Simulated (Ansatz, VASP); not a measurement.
F: VASP beside Ansatz

```
CELL_PARAMETERS angstrom
1.25893 2.18053 0.00000
-1.25893 2.18053 0.00000
0.00000 0.00000 8.15370
ATOMIC_POSITIONS crystal
F 0.00000 0.00000 0.00000
F 0.00000 0.00000 0.50000
F 0.33333 0.33334 0.75000
F 0.66666 0.66667 0.25000
```

Alike in both runs: task single point; functional PBE; k mesh 8 × 8 × 3; occupations methfessel-paxton of order 1, width 0.0232 eV; no spin polarisation.

|  | VASP | Ansatz |
| --- | --- | --- |
| version | VASP 6.6.1 | Ansatz 0.2.0 |
| potentials or method | VASP PAW PBE potentials, release 64 (F), cutoff 520 eV | PAW plane waves |
| valence electrons in the cell | 28 | 28 |

|  | VASP | Ansatz | Ansatz less VASP |
| --- | --- | --- | --- |
| gap on the k mesh at the Fermi level (eV) | none | none | - |
| pressure (GPa) | -4.4 | -3.8 | +0.57 |
| traceless stress, the component that is largest in VASP (GPa) | -0.76 | -0.79 | -0.029 |

A gap of «none» marks a metal or a gap that the smearing closes. Ansatz's warnings: structure snapped to symmetry.

The k mesh is coarse, so the values compare programs but aren't converged.
